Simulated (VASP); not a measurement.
Wanted: the native input for a VASP 6.6.1 run.

```
Task                            : G0W0 quasiparticle levels
Functional                      : PBE
Potentials or basis             : VASP PAW PBE potentials, release 64 (Zn_GW, Se_GW)
Cutoff                          : 500 eV
k mesh                          : 4 × 4 × 4
Occupations                     : gaussian, width 0.01 eV
Spin                            : no spin polarisation
Dipole correction               : no
GW scheme                       : G0W0
GW iterations                   : 1
Cutoff of the response function : 150
Frequency points                : 96
Empty bands                     : 182
Further INCAR settings          : ALGO = EVGW0; EDIFF = 1e-08; NBANDS = 191
```

Crystal: ZnSe.

```
CELL_PARAMETERS angstrom
0.00000 2.83242 2.71912
2.83242 0.00000 2.71912
2.83242 2.83242 0.00000
ATOMIC_POSITIONS crystal
Zn 0.00000 0.00000 0.00000
Se 0.25000 0.25000 0.25000
```

One way to write it, as run:

POSCAR

```
ZnSe
1.0
    0.0000000000      2.8324206844      2.7191238570
    2.8324206844      0.0000000000      2.7191238570
    2.8324206844      2.8324206844      0.0000000000
Zn Se
1 1
Direct
    0.0000000000      0.0000000000      0.0000000000
    0.2500000000      0.2500000000      0.2500000000
```

INCAR.step1

```
PREC = Accurate
ENCUT = 500
EDIFF = 1E-8
ISMEAR = 0
SIGMA = 0.01
LREAL = F
LASPH = T
NELM = 80
ALGO = Normal
LWAVE = T
LCHARG = F
GGA = PE
```

INCAR.step2

```
PREC = Accurate
ENCUT = 500
EDIFF = 1E-8
ISMEAR = 0
SIGMA = 0.01
LREAL = F
LASPH = T
NELM = 1
ALGO = Exact
LWAVE = T
LCHARG = F
GGA = PE
NBANDS = 191
LOPTICS = T
ISTART = 1
```

INCAR.step3

```
PREC = Accurate
ENCUT = 500
EDIFF = 1E-8
ISMEAR = 0
SIGMA = 0.01
LREAL = F
LASPH = T
ALGO = EVGW0
LWAVE = F
LCHARG = F
GGA = PE
NELMGW = 1
NBANDS = 191
ENCUTGW = 150.0
NOMEGA = 96
PRECFOCK = Fast
ISTART = 1
NBANDSGW = 17
OMEGAMAX = 20
```

KPOINTS

```
Automatic mesh
0
Gamma
  4 4 4
```

Potentials or basis: VASP PAW PBE potentials, release 64 (Zn_GW, Se_GW).

Run with:

```bash
$ cat potpaw_PBE.64/Zn_GW/POTCAR potpaw_PBE.64/Se_GW/POTCAR > POTCAR
$ cp INCAR.step1 INCAR
$ mpirun -np 1 vasp_std > vasp.out
$ cp INCAR.step2 INCAR
$ mpirun -np 1 vasp_std > vasp.out
$ cp INCAR.step3 INCAR
$ mpirun -np 1 vasp_std > vasp.out
```

It gave:

The quasiparticle gap is 2.49 eV. The least direct quasiparticle gap is 2.49 eV, the band gap of the starting levels on the mesh is 1.34 eV and the least direct gap of the starting levels on the mesh is 1.34 eV.

Caveat: the k points lie up to 0.49 Å⁻¹ apart; bands, screening cutoff and mesh are small and nothing is extrapolated, so the quasiparticle values aren't converged.

Wall time 11 min on 1 thread of Intel(R) Xeon(R) Platinum 8259CL CPU @ 2.50GHz (Skylake/Cascade Lake) (shared host), peak memory 0.53 GiB.
